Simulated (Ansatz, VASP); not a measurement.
# H2Os in VASP and in Ansatz

The input INCAR:

```
SYSTEM = H2Os
ALGO = Normal
EDIFF = 1E-6
EDIFFG = -0.04
ENCUT = 600
GGA = PE
IBRION = 2
ISIF = 3
ISMEAR = 0
LASPH = .True.
LCHARG = .False.
LREAL = .False.
LWAVE = .False.
NELM = 100
NSW = 90
PREC = Accurate
SIGMA = 0.1
```

KPOINTS

```
k-points
0
Gamma
  8 8 4
  0 0 0
```

Contents of POSCAR:

```
H2Os
1.0
    2.3993187800      0.0000000000      0.0000000000
    0.0000000000      2.3993187800      0.0000000000
    0.0000000000      0.0000000000      4.9503969100
H Os
2 1
Direct
    0.5000000000      0.5000000000      0.2949999900
    0.5000000000      0.5000000000      0.7050000100
    0.0000000000      0.0000000000      0.0000000000
```

Input for Ansatz:

```yaml
crystal:
  lattice:
    - [2.39931878, 0.0, 0.0]
    - [0.0, 2.39931878, 0.0]
    - [0.0, 0.0, 4.95039691]
  atoms:
    - { symbol: H, position: [0.5, 0.5, 0.29499999] }
    - { symbol: H, position: [0.5, 0.5, 0.70500001] }
    - { symbol: Os, position: [0.0, 0.0, 0.0] }
basis:
  ecutwfc: 420
kpoints:
  mp_grid: { grid: [8, 8, 4] }
hamiltonian:
  xc: pbe
scf:
  occupations: { method: gaussian, width: 0.1 }
  lower_state_search: "off"
output:
  forces: true
  stress: true
  eigenvalues: true
relax:
  adjacent_minimum: "off"
  f_tol: 0.04
  max_steps: 70
  cell: { stress_tol: 0.4 }
```

Change from the starting cell: species swapped into the Ga2Cu type (P4/mmm, No. 123).

Alike in both runs: task relaxation of cell and atoms; functional PBE; k mesh 8 × 8 × 4; occupations gaussian, width 0.1 eV; no spin polarisation.

|  | VASP | Ansatz |
| --- | --- | --- |
| version | VASP 6.6.1 | Ansatz 0.2.0 |
| potentials or method | VASP PAW PBE potentials, release 64 (H, Os), cutoff 600 eV | scalar-relativistic, plane waves, PAW |
| valence electrons in the cell | 10 | 18 |

VASP gave:

```
gap on the k mesh at the Fermi level, each at its own relaxed structure (eV) : none
relaxed volume (Å³/atom)                                                     : 7.21
relaxed length of the cell vector where the two differ most in proportion (Å)              : 2.962
```

What did Ansatz give for the same quantities?

gap on the k mesh at the Fermi level, each at its own relaxed structure (eV): none; relaxed volume (Å³/atom): 10.11; relaxed length of the cell vector where the two differ most in proportion (Å): 4.594.

A gap of «none» marks a metal or a gap that the smearing closes. One of these differences is far larger than is usual between the two programs; its cause wasn't traced. VASP's potentials hold 10 valence electrons a cell and Ansatz's 18, so a difference there can come from the potentials and not from the codes.

Neither program's run includes spin-orbit coupling. Noted on VASP's run: the volume moved by over 15 % at a fixed basis, so the end points are rough.
